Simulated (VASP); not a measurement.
Sb, 1 atom in the cell. It takes space group Pm-3m (No. 221, cubic). Conventional cell: a = 2.664 Å, b = 2.664 Å, c = 2.664 Å, α = 90.00°, β = 90.00°, γ = 90.00°. Sb (site symmetry m-3m) has 6 Sb at 2.66 Å within 3.5 Å. 

| Property | Result |
| --- | --- |
| Program | VASP 6.6.1 |
| Task | relaxation of cell and atoms |
| Functional | LDA |
| Potentials or basis | VASP PAW LDA potentials, release 64 (Sb) |
| Cutoff | 600 eV |
| k mesh | 14 × 14 × 14 |
| Occupations | fermi-dirac, width 0.08 eV |
| Spin | no spin polarisation |
| Target pressure | 54 GPa |
| Dipole correction | no |
| Further INCAR settings | ALGO = Normal; EDIFF = 1e-06; IBRION = 2; EDIFFG = -0.005; NSW = 60; ISIF = 3 |

Potentials or basis: VASP PAW LDA potentials, release 64 (Sb).

Launch:

```console
$ cat potpaw_LDA.64/Sb/POTCAR > POTCAR
$ mpirun -np 1 vasp_std > vasp.out
```

Hardware: 1 thread of Intel Xeon 8259CL (shared host).

**Question.** How long does it take, and how much memory?

**Answer.** It took 67 s on 1 thread of Intel Xeon 8259CL (shared host), peak memory 0.15 GiB. Counts: scf iterations 52, k points 120, ion steps 15.
